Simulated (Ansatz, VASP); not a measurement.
**SiC in VASP and in Ansatz**

Contents of INCAR:

```
PREC = Accurate
ENCUT = 600
EDIFF = 1E-6
ISMEAR = 1
SIGMA = 0.1
LREAL = False
LASPH = True
NELM = 60
ALGO = Normal
ISIF = 3
LWAVE = False
LCHARG = False
GGA = PE
IVDW = 13
IBRION = 2
NSW = 60
EDIFFG = -0.01
```

File KPOINTS:

```
Automatic mesh
0
Gamma
  8 8 8
```

POSCAR

```
SiC
1.0
    0.0000000000      2.1790000000      2.1790000000
    2.1790000000      0.0000000000      2.1790000000
    2.1790000000      2.1790000000      0.0000000000
Si C
1 1
Direct
    0.0002770000     -0.0073090000      0.0070170000
    0.7454640000      0.7484170000      0.7476380000
```

input.yaml

```yaml
crystal:
  lattice:
    - [0.0, 2.179, 2.179]
    - [2.179, 0.0, 2.179]
    - [2.179, 2.179, 0.0]
  atoms:
    - { symbol: Si, position: [0.000277, -0.007309, 0.007017] }
    - { symbol: C, position: [0.745464, 0.748417, 0.747638] }
hamiltonian:
  xc: pbe
  pseudopotentials: { kind: paw, core: large }
  dispersion: d4
kpoints:
  mp_grid: { grid: [8, 8, 8] }
scf:
  occupations: { method: methfessel_paxton, width: 0.1 }
output:
  forces: true
  stress: true
  write_density: true
  write_potential: true
  elf: true
  volumetric_format: npy
relax:
  f_tol: 0.01
  max_steps: 40
  cell: { stress_tol: 0.05 }
```

Change from the starting cell: atoms moved at random, drawn with an rms of 0.02 Å.

Alike in both runs: task relaxation of cell and atoms; functional PBE; dispersion D4; k mesh 8 × 8 × 8; occupations methfessel-paxton of order 1, width 0.1 eV; no spin polarisation.

|  | VASP | Ansatz |
| --- | --- | --- |
| version | VASP 6.6.1 | Ansatz 0.2.0 |
| potentials or method | VASP PAW PBE potentials, release 64 (Si, C) | Ansatz PAW |
| plane-wave cutoff (eV) | 600 | 420 |
| valence electrons in the cell | 8 | 8 |

```tsv
	VASP	Ansatz	Ansatz less VASP
gap on the k mesh at the Fermi level, each at its own relaxed structure (eV)	1.35	1.35	+0.004
relaxed volume (Å³/atom)	10.30	10.30	+0.005
relaxed cell length with the largest relative difference (Å)	3.077	3.077	+0.0006
```

Noted on Ansatz's run: the plane-wave basis is chosen anew once the cell has moved, so the energies of steps on either side of that aren't comparable.
